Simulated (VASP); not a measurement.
# Sc2BSb3 (P-4m2) in VASP: a series of runs

Sc2BSb3 is run at these levels: PBE; tasks: single point.

All numbers are computed with VASP 6.6.1; they aren't measurements. Logs are shortened: lines on timing, memory, paths and dates and some standing lists are left out, and cuts for length are marked.

**1. The cell of the first run**

The structure is tetragonal, space group P-4m2 (No. 115). Conventional cell: a = 3.840 Å, b = 3.840 Å, c = 8.343 Å, α = 90.00°, β = 90.00°, γ = 90.00°. Sc (site symmetry 2mm) has 7 Sb at 2.87 to 3.02 Å and 2 B at 2.91 Å within 3.8 Å. Within 3.6 Å of B (site symmetry -4m2) lie 4 Sb at 2.72 Å and 4 Sc at 2.91 Å. Sb (site symmetry 2mm) has 5 Sc at 2.87 to 3.02 Å and 6 Sb at 3.42 to 3.67 Å and 2 B at 3.67 Å within 3.8 Å. Sb (site symmetry -4m2) has 4 B at 2.72 Å and 4 Sc at 2.91 Å within 3.6 Å.

**2. Single point, PBE**

INCAR reads:

```
PREC = Accurate
ENCUT = 520
EDIFF = 1E-7
ISMEAR = 0
SIGMA = 0.1
LREAL = F
LASPH = T
NELM = 100
ALGO = Normal
ISIF = 2
LWAVE = F
LCHARG = F
GGA = PE
NBANDS = 29
```

KPOINTS reads:

```
Automatic mesh
0
Gamma
  4 4 2
```

POSCAR reads:

```
Sc2BSb3
1.0
    3.8397055500      0.0000000000      0.0000000000
    0.0000000000      3.8397055500      0.0000000000
    0.0000000000      0.0000000000      8.3429263800
Sc B Sb
2 1 3
Direct
    0.5000000000      0.0000000000      0.2626059900
    0.0000000000      0.5000000000      0.7373940100
    0.0000000000      0.0000000000      0.0000000000
    0.5000000000      0.0000000000      0.6250519800
    0.0000000000      0.5000000000      0.3749480200
    0.5000000000      0.5000000000      0.0000000000
```

Potentials or basis: VASP PAW PBE potentials, release 64 (Sc_sv, B, Sb).

Run with:

```sh
> cat potpaw_PBE.64/Sc_sv/POTCAR potpaw_PBE.64/B/POTCAR potpaw_PBE.64/Sb/POTCAR > POTCAR
> mpirun -np 1 vasp_std > vasp.out
```

OUTCAR:

```text
PREC = Accurate
   ENCUT = 520
   EDIFF = 1E-7
   ISMEAR = 0
   LREAL = F
   LASPH = T
   NELM = 100
   ISIF = 2
   GGA = PE

 ion  position               nearest neighbor table
   1  0.500  0.000  0.263-   5 2.87   5 2.87   5 2.87   5 2.87   6 2.91   6 2.91   4 3.02
   2  0.000  0.500  0.737-   4 2.87   4 2.87   4 2.87   4 2.87   6 2.91   6 2.91   5 3.02
   3  0.000  0.000  0.000-   6 2.72   6 2.72   6 2.72   6 2.72
   4  0.500  0.000  0.625-   2 2.87   2 2.87   2 2.87   2 2.87   1 3.02   5 3.42   5 3.42   5 3.42
                             5 3.42   6 3.67   6 3.67
   5  0.000  0.500  0.375-   1 2.87   1 2.87   1 2.87   1 2.87   2 3.02   4 3.42   4 3.42   4 3.42
                             4 3.42   6 3.67   6 3.67
   6  0.500  0.500  0.000-   3 2.72   3 2.72   3 2.72   3 2.72   2 2.91   2 2.91   1 2.91   1 2.91
                             4 3.67   5 3.67   5 3.67   4 3.67

  LATTYP: Found a simple tetragonal cell.
 ALAT       =     3.8397055500
 C/A-ratio  =     2.1728036880

  Lattice vectors:

 A1 = (   3.8397055500,   0.0000000000,   0.0000000000)
 A2 = (   0.0000000000,   3.8397055500,   0.0000000000)
 A3 = (   0.0000000000,   0.0000000000,   8.3429263800)

Analysis of symmetry for initial positions (statically):
=====================================================================
 Subroutine PRICEL returns:
 Original cell was already a primitive cell.

 Routine SETGRP: Setting up the symmetry group for a
 simple tetragonal supercell.

 Subroutine GETGRP returns: Found  8 space group operations
 (whereof  8 operations were pure point group operations)
 out of a pool of 16 trial point group operations.

The static configuration has the point symmetry D_2d.

Analysis of symmetry for dynamics (positions and initial velocities):
=====================================================================
 Subroutine PRICEL returns:
 Original cell was already a primitive cell.

 Routine SETGRP: Setting up the symmetry group for a
 simple tetragonal supercell.

 Subroutine GETGRP returns: Found  8 space group operations
 (whereof  8 operations were pure point group operations)
 out of a pool of 16 trial point group operations.

The dynamic configuration has the point symmetry D_2d.

 Subroutine INISYM returns: Found  8 space group operations
 (whereof  8 operations are pure point group operations),
 and found     1 'primitive' translations

----------------------------------------------------------------------------------------

                                     Primitive cell

  volume of cell :     123.0026

  direct lattice vectors                    reciprocal lattice vectors
     3.839705550  0.000000000  0.000000000     0.260436637  0.000000000  0.000000000
     0.000000000  3.839705550  0.000000000     0.000000000  0.260436637  0.000000000
     0.000000000  0.000000000  8.342926380     0.000000000  0.000000000  0.119862019

  length of vectors
     3.839705550  3.839705550  8.342926380     0.260436637  0.260436637  0.119862019

  position of ions in fractional coordinates (direct lattice)
     0.500000000  0.000000000  0.262605990
     0.000000000  0.500000000  0.737394010
     0.000000000  0.000000000  0.000000000
     0.500000000  0.000000000  0.625051980
     0.000000000  0.500000000  0.374948020
     0.500000000  0.500000000  0.000000000

  ion indices of the primitive-cell ions
   primitive index   ion index
                 1           1
                 2           2
                 3           3
                 4           4
                 5           5
                 6           6

----------------------------------------------------------------------------------------

 KPOINTS: Automatic mesh

Automatic generation of k-mesh.
 Grid dimensions read from file:
 generate k-points for:    4    4    2

 Generating k-lattice:

  Cartesian coordinates                     Fractional coordinates (reciprocal lattice)
     0.065109159  0.000000000  0.000000000     0.250000000  0.000000000  0.000000000
     0.000000000  0.065109159  0.000000000     0.000000000  0.250000000  0.000000000
     0.000000000  0.000000000  0.059931009     0.000000000  0.000000000  0.500000000

  Length of vectors
     0.065109159  0.065109159  0.059931009

  Shift w.r.t. Gamma in fractional coordinates (k-lattice)
     0.000000000  0.000000000  0.000000000

 Subroutine IBZKPT returns following result:
 ===========================================

 Found     12 irreducible k-points:

 Following reciprocal coordinates:
            Coordinates               Weight
  0.000000  0.000000  0.000000      1.000000
  0.250000  0.000000  0.000000      4.000000
  0.500000  0.000000  0.000000      2.000000
  0.250000  0.250000  0.000000      4.000000
  0.500000  0.250000  0.000000      4.000000
  0.500000  0.500000  0.000000      1.000000
  0.000000  0.000000  0.500000      1.000000
  0.250000  0.000000  0.500000      4.000000
  0.500000  0.000000  0.500000      2.000000
  0.250000  0.250000  0.500000      4.000000
  0.500000  0.250000  0.500000      4.000000
  0.500000  0.500000  0.500000      1.000000
   k-points           NKPTS =     12   k-points in BZ     NKDIM =     12   number of bands    NBANDS=     29
   number of dos      NEDOS =    301   number of ions     NIONS =      6
   total plane-waves  NPLWV =  57600
   dimension x,y,z NGX =    30 NGY =   30 NGZ =   64
   dimension x,y,z NGXF=    60 NGYF=   60 NGZF=  128
   ions per type =               2   1   3
   NGX,Y,Z   is equivalent  to a cutoff of  12.99, 12.99, 12.75 a.u.
   NGXF,Y,Z  is equivalent  to a cutoff of  25.98, 25.98, 25.51 a.u.
 SYSTEM =  unknown system
   PREC   = accura    normal or accurate (medium, high low for compatibility)
   ISTART =      0    job   : 0-new  1-cont  2-samecut
   ICHARG =      2    charge: 1-file 2-atom 10-const
   ISPIN  =      1    spin polarized calculation?
   LNONCOLLINEAR =      F non collinear calculations
   LSORBIT =      F    spin-orbit coupling
   LASPH  =      T    aspherical Exc in radial PAW
   ENCUT  =  520.0 eV  38.22 Ry    6.18 a.u.   7.14  7.14 15.51*2*pi/ulx,y,z
   NELM   =    100;   NELMIN=  2; NELMDL= -5     # of ELM steps
   EDIFF  = 0.1E-06   stopping-criterion for ELM
   LREAL  =      F    real-space projection
   EDIFFG = 0.1E-05   stopping-criterion for IOM
   NSW    =      0    number of steps for IOM
   IBRION =     -1    ionic relax: 0-MD 1-quasi-New 2-CG
   NFREE  =      0    steps in history (QN), initial steepest desc. (CG)
   ISIF   =      2    stress and relaxation
   ISYM   =      2    0-nonsym 1-usesym 2-fastsym
   POTIM  = 0.5000    time-step for ionic-motion
   TEBEG  =    0.0;   TEEND  =   0.0 temperature during run
   PSTRESS=    0.0 pullay stress
   NELECT =      40.0000    total number of electrons
   NUPDOWN=      -1.0000    fix difference up-down
   EMIN   =  10.00;   EMAX   =-10.00  energy-range for DOS
   EFERMI =   0.00;   METHOD = LEGACY
   ISMEAR =     0;   SIGMA  =   0.10  broadening in eV -4-tet -1-fermi 0-gaus
   EFERMI_NEDOS =   21; number of points for ismear=-14 and -15
   IALGO  =     38    algorithm
   IMIX   =      4    mixing-type and parameters
     AMIX     =   0.40;   BMIX     =  1.00
     AMIX_MAG =   1.60;   BMIX_MAG =  1.00
  volume/ion in A,a.u.               =      20.50       138.34
  Fermi-wavevector in a.u.,A,eV,Ry     =   1.125788  2.127431 17.244015  1.267399
  Thomas-Fermi vector in A             =   2.262467
   LORBIT       =      0    0 simple, 1 ext, 2 COOP (PROOUT), +10 PAW based schemes
   GGA     = PE    functional components
   LHFCALC =     F    Hartree Fock is set to
   AEXX    =    0.0000 exact exchange contribution
   IVDW    =     0    specifies the selected vdW correction
   LEPSILON=     F    determine dielectric tensor
   LRPA    =     F    only Hartree local field effects (RPA)
 non-spin polarized calculation
 Gauss-broadening in eV      SIGMA  =   0.10
  energy-cutoff  :      520.00
  volume of cell :      123.00
 maximum number of plane-waves:      3348
 NGX is ok and might be reduce to    30
   NGX = 15   NGY = 15   NGZ = 31

 number of electron      40.0000002 magnetization

 Free energy of the ion-electron system (eV)
  ---------------------------------------------------
  ext. energy  EPLUGINS =         0.00000000
  ---------------------------------------------------
  free energy    TOTEN  =       -32.29727007 eV

  energy without entropy =      -32.27994735  energy(sigma->0) =      -32.28860871

 E-fermi :   7.3203     XC(G=0): -10.6716

 val. band max:        7.2971316277   @ k =   0.5000   0.0000   0.0000
 cond. band min:       7.4255142056   @ k =   0.5000   0.2500   0.5000
 fundamental gap:      0.1283825778
 Fermi energy:         7.3203460544

 k-point     1 :       0.0000    0.0000    0.0000
  band No.  band energies     occupation
      1     -41.7387      2.00000
      2     -41.7381      2.00000
      3     -20.4602      2.00000
      4     -20.4433      2.00000
      5     -20.4047      2.00000
      6     -20.4047      2.00000
[... 21 lines left out ...]
     28       9.9656      0.00000
     29      11.4329      0.00000

 k-point     2 :       0.2500    0.0000    0.0000
  band No.  band energies     occupation
      1     -41.7371      2.00000
      2     -41.7367      2.00000
      3     -20.4543      2.00000
      4     -20.4424      2.00000
      5     -20.4347      2.00000
      6     -20.4080      2.00000
[... 21 lines left out ...]
     28      10.9830      0.00000
     29      11.2150      0.00000

 k-point     3 :       0.5000    0.0000    0.0000
  band No.  band energies     occupation
      1     -41.7356      2.00000
      2     -41.7353      2.00000
      3     -20.4648      2.00000
      4     -20.4458      2.00000
      5     -20.4440      2.00000
      6     -20.4347      2.00000
[... 254 lines left out ...]
      5     -20.4406      2.00000
      6     -20.4287      2.00000
[... 21 lines left out ...]
     28      10.5953      0.00000
     29      11.8925      0.00000

 k-point    12 :       0.5000    0.5000    0.5000
  band No.  band energies     occupation
      1     -41.7324      2.00000
      2     -41.7324      2.00000
      3     -20.4537      2.00000
      4     -20.4529      2.00000
      5     -20.4366      2.00000
      6     -20.4366      2.00000
[... 21 lines left out ...]
     28      10.7891      0.00000
     29      11.0693      0.00000

------------------------ aborting loop because EDIFF is reached ----------------------------------------

  FORCE on cell =-STRESS in cart. coord.  units (eV):
  Direction    XX          YY          ZZ          XY          YZ          ZX
  --------------------------------------------------------------------------------------
  -------------------------------------------------------------------------------------
  Total        0.7527205      0.7527205      4.1550143      0.0000000      0.0000000     -0.0000000
  in kB        9.8046049      9.8046049     54.1213785      0.0000000      0.0000000     -0.0000000
  external PRESSURE =      24.5768628 kB  Pullay stress =       0.0000000 kB

 VOLUME and BASIS-vectors are now :
 -----------------------------------------------------------------------------
  energy-cutoff  :      520.00
  volume of cell :      123.00
      direct lattice vectors                 reciprocal lattice vectors
     3.839705550  0.000000000  0.000000000     0.260436637  0.000000000  0.000000000
     0.000000000  3.839705550  0.000000000     0.000000000  0.260436637  0.000000000
     0.000000000  0.000000000  8.342926380     0.000000000  0.000000000  0.119862019

 POSITION                                       TOTAL-FORCE (eV/Angst)
 -----------------------------------------------------------------------------------
      1.91985      0.00000      2.19090         0.000000     -0.000000     -0.956746
      0.00000      1.91985      6.15202         0.000000      0.000000      0.956746
      0.00000      0.00000      0.00000         0.000000     -0.000000     -0.000000
      1.91985      0.00000      5.21476        -0.000000      0.000000     -0.477944
      0.00000      1.91985      3.12816         0.000000      0.000000      0.477944
      1.91985      1.91985      0.00000         0.000000      0.000000     -0.000000
 -----------------------------------------------------------------------------------
    total drift:                                0.000000      0.000000      0.000000

  FREE ENERGIE OF THE ION-ELECTRON SYSTEM (eV)
  ---------------------------------------------------
  free  energy   TOTEN  =       -32.2972700726 eV

  energy  without entropy=      -32.2799473506  energy(sigma->0) =      -32.28860871
```

Wall time 59 s (1 thread of Intel Xeon Platinum 8375C at 2.90GHz (Ice Lake), shared host); peak memory 0.24 GiB.

What came out:

| Property | Result |
| --- | --- |
| Free energy | -32.2973 eV |
| Pressure | 2.5 GPa |
| Largest force | 0.957 eV/Å |
| Band gap on the k mesh | zero (band 20 reaches 8.32 eV, above the bottom of band 21 at 6.10 eV) |

Forces in eV/Å, atoms in the order of the input:
```
Sc   0.000  0.000 -0.957
Sc   0.000  0.000  0.957
B    0.000  0.000  0.000
Sb   0.000  0.000 -0.478
Sb   0.000  0.000  0.478
Sb   0.000  0.000  0.000
```

Caveat: the k points lie up to 0.41 Å⁻¹ apart; spin-orbit coupling is left out, which moves the levels of the heavy elements.

**3. Single point, PBE**

This run uses another cell than the first one, of 20.88 Å³/atom, 1.018 times its volume.

INCAR reads:

```
SYSTEM = Sc2BSb3
  ALGO = Normal
  EDIFF = 1E-7
  ENCUT = 520
  GGA = PE
  ISIF = 2
  ISMEAR = 0
  LASPH = .True.
  LCHARG = .False.
  LREAL = .False.
  LWAVE = .False.
  NBANDS = 29
  NELM = 100
  PREC = Accurate
  SIGMA = 0.1
```

KPOINTS reads:

```
k-points
0
Gamma
  4 4 2
  0 0 0
```

POSCAR reads:

```
Sc2BSb3
1.0
    3.7686366718      0.0000000000      0.0000000000
    0.0000000000      3.7686366718      0.0000000000
    0.0000000000      0.0000000000      8.8199920307
Sc B Sb
2 1 3
Direct
    0.5000000000      0.0000000000      0.2457962431
    0.0000000000      0.5000000000      0.7542037569
    0.0000000000      0.0000000000      0.0000000000
    0.5000000000      0.0000000000      0.6069927284
    0.0000000000      0.5000000000      0.3930072716
    0.5000000000      0.5000000000      0.0000000000
```

Potentials or basis: VASP PAW PBE potentials, release 64 (Sc_sv, B, Sb).

Run with:

```sh
> cat potpaw_PBE.64/Sc_sv/POTCAR potpaw_PBE.64/B/POTCAR potpaw_PBE.64/Sb/POTCAR > POTCAR
> mpirun -np 1 vasp_std > vasp.out
```

OUTCAR:

```text
SYSTEM = Sc2BSb3
   EDIFF = 1E-7
   ENCUT = 520
   GGA = PE
   ISIF = 2
   ISMEAR = 0
   LASPH = .True.
   LREAL = .False.
   NELM = 100
   PREC = Accurate

 ion  position               nearest neighbor table
   1  0.500  0.000  0.246-   6 2.87   6 2.87   5 2.96   5 2.96   5 2.96   5 2.96   4 3.19
   2  0.000  0.500  0.754-   6 2.87   6 2.87   4 2.96   4 2.96   4 2.96   4 2.96   5 3.19
   3  0.000  0.000  0.000-   6 2.66   6 2.66   6 2.66   6 2.66
   4  0.500  0.000  0.607-   2 2.96   2 2.96   2 2.96   2 2.96   1 3.19   5 3.27   5 3.27   5 3.27
                             5 3.27
   5  0.000  0.500  0.393-   1 2.96   1 2.96   1 2.96   1 2.96   2 3.19   4 3.27   4 3.27   4 3.27
                             4 3.27
   6  0.500  0.500  0.000-   3 2.66   3 2.66   3 2.66   3 2.66   2 2.87   2 2.87   1 2.87   1 2.87
[... 577 lines left out ...]
  Total       -0.0000431     -0.0000431     -0.0046195      0.0000000      0.0000000     -0.0000000
  in kB       -0.0005518     -0.0005518     -0.0590835      0.0000000      0.0000000     -0.0000000
  external PRESSURE =      -0.0200623 kB  Pullay stress =       0.0000000 kB

 VOLUME and BASIS-vectors are now :
 -----------------------------------------------------------------------------
  energy-cutoff  :      520.00
  volume of cell :      125.27
      direct lattice vectors                 reciprocal lattice vectors
     3.768636672  0.000000000  0.000000000     0.265347946  0.000000000  0.000000000
     0.000000000  3.768636672  0.000000000     0.000000000  0.265347946  0.000000000
     0.000000000  0.000000000  8.819992031     0.000000000  0.000000000  0.113378787

 POSITION                                       TOTAL-FORCE (eV/Angst)
 -----------------------------------------------------------------------------------
      1.88432      0.00000      2.16792         0.000000     -0.000000      0.006746
      0.00000      1.88432      6.65207        -0.000000     -0.000000     -0.006746
      0.00000      0.00000      0.00000         0.000000     -0.000000      0.000000
      1.88432      0.00000      5.35367         0.000000     -0.000000     -0.007387
      0.00000      1.88432      3.46632         0.000000     -0.000000      0.007387
      1.88432      1.88432      0.00000         0.000000      0.000000      0.000000
 -----------------------------------------------------------------------------------
    total drift:                                0.000000      0.000000     -0.000000

  FREE ENERGIE OF THE ION-ELECTRON SYSTEM (eV)
  ---------------------------------------------------
  free  energy   TOTEN  =       -32.6420139924 eV

  energy  without entropy=      -32.6235173743  energy(sigma->0) =      -32.63276568
```

Wall time 65 s (1 thread of Intel Xeon Platinum 8375C at 2.90GHz (Ice Lake), shared host); peak memory 0.23 GiB.

What came out:

```
Free energy            : -32.6420 eV
Pressure               : 0.0 GPa
Largest force          : 0.007 eV/Å
Band gap on the k mesh : zero (band 20 reaches 7.95 eV, above the bottom of band 21 at 5.75 eV)
```

Forces on the atoms (eV/Å):
```
Sc   0.000  0.000  0.007
Sc   0.000  0.000 -0.007
B    0.000  0.000  0.000
Sb   0.000  0.000 -0.007
Sb   0.000  0.000  0.007
Sb   0.000  0.000  0.000
```

Caveat: the k points lie up to 0.42 Å⁻¹ apart; spin-orbit coupling is left out, which moves the levels of the heavy elements.
